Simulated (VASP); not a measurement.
# SiC8 in VASP: single point with PBE+D3(BJ)

Aim: the single point of SiC8 with PBE+D3(BJ).

Program: VASP 6.6.1. These are calculated values, not measurements. Logs are shortened: lines on timing, memory, paths and dates and some standing lists are left out, and cuts for length are marked.

**1. The cell of the first run**

The cell holds a slab with vacuum, 9 atoms: a = 4.931 Å, b = 4.931 Å, c = 17.300 Å, α = 90.00°, β = 90.00°, γ = 120.00°.

**2. Single point, PBE+D3(BJ), collinear spin**

Contents of INCAR:

```
SYSTEM = SiC8
ALGO = Normal
DIPOL = 0.5 0.5 0.252
EDIFF = 1E-6
ENCUT = 520
GGA = PE
IDIPOL = 3
ISIF = 2
ISMEAR = 0
ISPIN = 2
IVDW = 12
LASPH = .True.
LCHARG = .False.
LDIPOL = .True.
LORBIT = 11
LREAL = .False.
LWAVE = .False.
MAGMOM = 0 0 0 0 0 0 0 0 2
NBANDS = 32
NELM = 150
PREC = Accurate
SIGMA = 0.1
```

Contents of KPOINTS:

```
k-points
0
Gamma
  6 6 1
  0 0 0
```

Contents of POSCAR:

```
SiC8
1.0
    4.9313354216      0.0000000001      0.0000000000
   -2.4656677109      4.2706617497      0.0000000000
    0.0000000000      0.0000000000     17.3000330561
C Si
8 1
Direct
    0.3333333333      0.1666666667      0.2312153418
    0.3333333333      0.6666666667      0.2312153418
    0.8333333333      0.1666666667      0.2312153418
    0.8333333333      0.6666666667      0.2312153418
    0.1666666667      0.3333333333      0.2312134310
    0.1666666667      0.8333333333      0.2312134310
    0.6666666667      0.3333333333      0.2312134310
    0.6666666667      0.8333333333      0.2312134310
    0.5000000000      0.2500000000      0.4219664224
```

Potentials or basis: VASP PAW PBE potentials, release 64 (C, Si).

Launch:

```sh
cat potpaw_PBE.64/C/POTCAR potpaw_PBE.64/Si/POTCAR > POTCAR
mpirun -np 1 vasp_std > vasp.out
```

OUTCAR:

```text
SYSTEM = SiC8
   EDIFF = 1E-6
   ENCUT = 520
   GGA = PE
   ISIF = 2
   ISMEAR = 0
   ISPIN = 2
   IVDW = 12
   LASPH = .True.
   LORBIT = 11
   LREAL = .False.
   NELM = 150
   PREC = Accurate
 IVDW          = 12

 ion  position               nearest neighbor table
   1  0.333  0.167  0.231-   5 1.42   7 1.42   6 1.42
   2  0.333  0.667  0.231-   6 1.42   8 1.42   5 1.42
   3  0.833  0.167  0.231-   7 1.42   5 1.42   8 1.42
   4  0.833  0.667  0.231-   8 1.42   6 1.42   7 1.42
   5  0.167  0.333  0.231-   1 1.42   3 1.42   2 1.42
   6  0.167  0.833  0.231-   2 1.42   4 1.42   1 1.42
   7  0.667  0.333  0.231-   3 1.42   1 1.42   4 1.42
   8  0.667  0.833  0.231-   4 1.42   2 1.42   3 1.42
   9  0.500  0.250  0.422-

  LATTYP: Found a hexagonal cell.
 ALAT       =     4.9313354216
 C/A-ratio  =     3.5081842092

  Lattice vectors:

 A1 = (   4.9313354216,   0.0000000001,   0.0000000000)
 A2 = (  -2.4656677109,   4.2706617497,   0.0000000000)
 A3 = (   0.0000000000,   0.0000000000,  17.3000330561)

Analysis of symmetry for initial positions (statically):
=====================================================================
 Subroutine PRICEL returns:
 Original cell was already a primitive cell.

 Routine SETGRP: Setting up the symmetry group for a
 hexagonal supercell.

 Subroutine GETGRP returns: Found  4 space group operations
 (whereof  2 operations were pure point group operations)
 out of a pool of 24 trial point group operations.

The static configuration has the point symmetry C_1h.
 The point group associated with its full space group is C_2v.

Analysis of symmetry for dynamics (positions and initial velocities):
=====================================================================
 Subroutine PRICEL returns:
 Original cell was already a primitive cell.

 Routine SETGRP: Setting up the symmetry group for a
 hexagonal supercell.

 Subroutine GETGRP returns: Found  4 space group operations
 (whereof  2 operations were pure point group operations)
 out of a pool of 24 trial point group operations.

The dynamic configuration has the point symmetry C_1h.
 The point group associated with its full space group is C_2v.

Analysis of structural, dynamic, and magnetic symmetry:
=====================================================================
 Subroutine PRICEL returns:
 Original cell was already a primitive cell.

 Routine SETGRP: Setting up the symmetry group for a
 hexagonal supercell.

 Subroutine GETGRP returns: Found  4 space group operations
 (whereof  2 operations were pure point group operations)
 out of a pool of 24 trial point group operations.

The overall configuration has the point symmetry C_1h.
 The point group associated with its full space group is C_2v.

 Subroutine INISYM returns: Found  4 space group operations
 (whereof  2 operations are pure point group operations),
 and found     1 'primitive' translations

----------------------------------------------------------------------------------------

                                     Primitive cell

  volume of cell :     364.3398

  direct lattice vectors                    reciprocal lattice vectors
     4.931335422  0.000000000  0.000000000     0.202784827  0.117077874  0.000000000
    -2.465667711  4.270661750  0.000000000    -0.000000000  0.234155749  0.000000000
     0.000000000  0.000000000 17.300033056     0.000000000  0.000000000  0.057803358

  length of vectors
     4.931335422  4.931335422 17.300033056     0.234155749  0.234155749  0.057803358

  position of ions in fractional coordinates (direct lattice)
     0.333333333  0.166666667  0.231215342
     0.333333333  0.666666667  0.231215342
     0.833333333  0.166666667  0.231215342
     0.833333333  0.666666667  0.231215342
     0.166666667  0.333333333  0.231213431
     0.166666667  0.833333333  0.231213431
     0.666666667  0.333333333  0.231213431
     0.666666667  0.833333333  0.231213431
[... 57 lines left out ...]
   total plane-waves  NPLWV = 224000
   dimension x,y,z NGX =    40 NGY =   40 NGZ =  140
   dimension x,y,z NGXF=    80 NGYF=   80 NGZF=  280
   ions per type =               8   1
   NGX,Y,Z   is equivalent  to a cutoff of  13.48, 13.48, 13.45 a.u.
   NGXF,Y,Z  is equivalent  to a cutoff of  26.97, 26.97, 26.91 a.u.
 SYSTEM =  SiC8
   PREC   = accura    normal or accurate (medium, high low for compatibility)
   ISTART =      0    job   : 0-new  1-cont  2-samecut
   ICHARG =      2    charge: 1-file 2-atom 10-const
   ISPIN  =      2    spin polarized calculation?
   LNONCOLLINEAR =      F non collinear calculations
   LSORBIT =      F    spin-orbit coupling
   LASPH  =      T    aspherical Exc in radial PAW
   ENCUT  =  520.0 eV  38.22 Ry    6.18 a.u.   9.17  9.17 32.17*2*pi/ulx,y,z
   NELM   =    150;   NELMIN=  2; NELMDL= -5     # of ELM steps
   EDIFF  = 0.1E-05   stopping-criterion for ELM
   LREAL  =      F    real-space projection
[... 7 lines left out ...]
   TEBEG  =    0.0;   TEEND  =   0.0 temperature during run
   PSTRESS=    0.0 pullay stress
   NELECT =      36.0000    total number of electrons
   NUPDOWN=      -1.0000    fix difference up-down
   EMIN   =  10.00;   EMAX   =-10.00  energy-range for DOS
   EFERMI =   0.00;   METHOD = LEGACY
   ISMEAR =     0;   SIGMA  =   0.10  broadening in eV -4-tet -1-fermi 0-gaus
   EFERMI_NEDOS =   21; number of points for ismear=-14 and -15
   IALGO  =     38    algorithm
   IMIX   =      4    mixing-type and parameters
     AMIX     =   0.40;   BMIX     =  1.00
     AMIX_MAG =   1.60;   BMIX_MAG =  1.00
  volume/ion in A,a.u.               =      40.48       273.19
  Fermi-wavevector in a.u.,A,eV,Ry     =   0.756845  1.430229  7.793606  0.572814
  Thomas-Fermi vector in A             =   1.855057
   LORBIT       =     11    0 simple, 1 ext, 2 COOP (PROOUT), +10 PAW based schemes
   GGA     = PE    functional components
   LHFCALC =     F    Hartree Fock is set to
   AEXX    =    0.0000 exact exchange contribution
   IVDW    =    12    specifies the selected vdW correction
   LEPSILON=     F    determine dielectric tensor
   LRPA    =     F    only Hartree local field effects (RPA)
 spin polarized calculation
 Gauss-broadening in eV      SIGMA  =   0.10
  energy-cutoff  :      520.00
  volume of cell :      364.34
 maximum number of plane-waves:      9846
 NGX is ok and might be reduce to    40
   NGX = 19   NGY = 19   NGZ = 65

 dipolmoment           0.000000      0.000000     -0.020973 electrons x Angstroem

 number of electron      35.9999998 magnetization       1.9426500

 dipolmoment           0.000000      0.000000      0.033011 electrons x Angstroem

 Free energy of the ion-electron system (eV)
  ---------------------------------------------------
  ext. energy  EPLUGINS =         0.00000000
  ---------------------------------------------------
  free energy    TOTEN  =       -74.90307939 eV

  energy without entropy =      -74.87361497  energy(sigma->0) =      -74.88834718

 E-fermi :  -1.9689     XC(G=0):  -3.5086

 val. band max:       -1.9823307788   @ k =  -0.1667   0.5000   0.0000
 cond. band min:      -1.9679846325   @ k =   0.3333   0.3333   0.0000
 fundamental gap:      0.0143461464
 Fermi energy:        -1.9688561044

 spin component 1

 k-point     1 :       0.0000    0.0000    0.0000
  band No.  band energies     occupation
      1     -21.5110      1.00000
      2     -16.2767      1.00000
      3     -16.2672      1.00000
      4     -16.2585      1.00000
      5     -15.2287      1.00000
      6     -15.2258      1.00000
[... 418 lines left out ...]
     29       4.3986      0.00000
     30       4.6934      0.00000
 Fermi energy:        -1.9688561044

 spin component 2

 k-point     1 :       0.0000    0.0000    0.0000
  band No.  band energies     occupation
      1     -21.5091      1.00000
      2     -16.2766      1.00000
      3     -16.2655      1.00000
      4     -16.2536      1.00000
      5     -15.2265      1.00000
      6     -15.2231      1.00000
[... 418 lines left out ...]
     29       4.6690      0.00000
     30       5.3122      0.00000
 [bands above 30 left out]

------------------------ aborting loop because EDIFF is reached ----------------------------------------

 vacuum level on the upper side and lower side of the slab       (xc-potential included)        -0.103        -0.314

 Edisp (eV)   -0.97388

 E8    (eV) :    -0.3146

  FORCE on cell =-STRESS in cart. coord.  units (eV):
  Direction    XX          YY          ZZ          XY          YZ          ZX
  --------------------------------------------------------------------------------------
  -------------------------------------------------------------------------------------
  Total      -0.44439    -0.42365    -0.20450    -0.01796     0.00000     0.00000
  in kB      -1.95418    -1.86300    -0.89926    -0.07897     0.00000     0.00000
  external pressure =       -1.57 kB  Pullay stress =        0.00 kB

 VOLUME and BASIS-vectors are now :
 -----------------------------------------------------------------------------
  energy-cutoff  :      520.00
  volume of cell :      364.34
      direct lattice vectors                 reciprocal lattice vectors
     4.931335422  0.000000000  0.000000000     0.202784827  0.117077874  0.000000000
    -2.465667711  4.270661750  0.000000000    -0.000000000  0.234155749  0.000000000
     0.000000000  0.000000000 17.300033056     0.000000000  0.000000000  0.057803358

 POSITION                                       TOTAL-FORCE (eV/Angst)
 -----------------------------------------------------------------------------------
      1.23283      0.71178      4.00003        -0.062951     -0.036345      0.055588
     -0.00000      2.84711      4.00003         0.013141      0.007587      0.018842
      3.69850      0.71178      4.00003         0.068437     -0.005695     -0.025859
      2.46567      2.84711      4.00003         0.029287      0.062115     -0.025859
      0.00000      1.42355      4.00000        -0.068437      0.005695     -0.025859
     -1.23283      3.55888      4.00000        -0.029287     -0.062115     -0.025859
      2.46567      1.42355      4.00000         0.062951      0.036345      0.055588
      1.23283      3.55888      4.00000        -0.013141     -0.007587      0.018842
      1.84925      1.06767      7.30003        -0.000000     -0.000000     -0.045423
 -----------------------------------------------------------------------------------
    total drift:                                0.000004      0.000002      0.000232

  FREE ENERGIE OF THE ION-ELECTRON SYSTEM (eV)
  ---------------------------------------------------
  free  energy   TOTEN  =       -75.8769558810 eV

  energy  without entropy=      -75.8474914619  energy(sigma->0) =      -75.86222367

 vacuum level on the upper side and lower side of the slab         2.227         2.059

 total charge

# of ion       s       p       d       tot
------------------------------------------
    1        0.864   1.785   0.000   2.648
    2        0.863   1.786   0.000   2.649
    3        0.863   1.787   0.000   2.650
    4        0.863   1.787   0.000   2.650
    5        0.863   1.787   0.000   2.650
    6        0.863   1.787   0.000   2.650
    7        0.864   1.785   0.000   2.648
    8        0.863   1.786   0.000   2.649
    9        0.953   0.549   0.000   1.502
--------------------------------------------------
tot          7.857  14.839   0.000  22.696

 magnetization (x)

# of ion       s       p       d       tot
------------------------------------------
    1        0.001  -0.002   0.000  -0.002
    2        0.000   0.001   0.000   0.001
    3        0.000   0.002   0.000   0.002
    4        0.000   0.002   0.000   0.002
    5        0.000   0.002   0.000   0.002
    6        0.000   0.002   0.000   0.002
    7        0.001  -0.002   0.000  -0.002
    8        0.000   0.001   0.000   0.001
    9        0.007   0.541   0.000   0.548
--------------------------------------------------
tot          0.010   0.544   0.000   0.554
```

Wall time 22 min (1 thread of Intel Xeon 8259CL, shared host); peak memory 0.79 GiB.

Results:

* Free energy: -75.8770 eV
* Largest force: 0.092 eV/Å
* Net moment: 1.94 μB per cell
* Site moments: C -0.00, +0.00 (each value once); Si +0.55 μB
* Valence electrons inside the program's atomic spheres: C 2.65; Si 1.50
* Dispersion energy per atom: -0.108 eV

Forces in eV/Å, atoms in the order of the input:
```
C   -0.063 -0.036  0.056
C    0.013  0.008  0.019
C    0.068 -0.006 -0.026
C    0.029  0.062 -0.026
C   -0.068  0.006 -0.026
C   -0.029 -0.062 -0.026
C    0.063  0.036  0.056
C   -0.013 -0.008  0.019
Si   0.000  0.000 -0.045
```
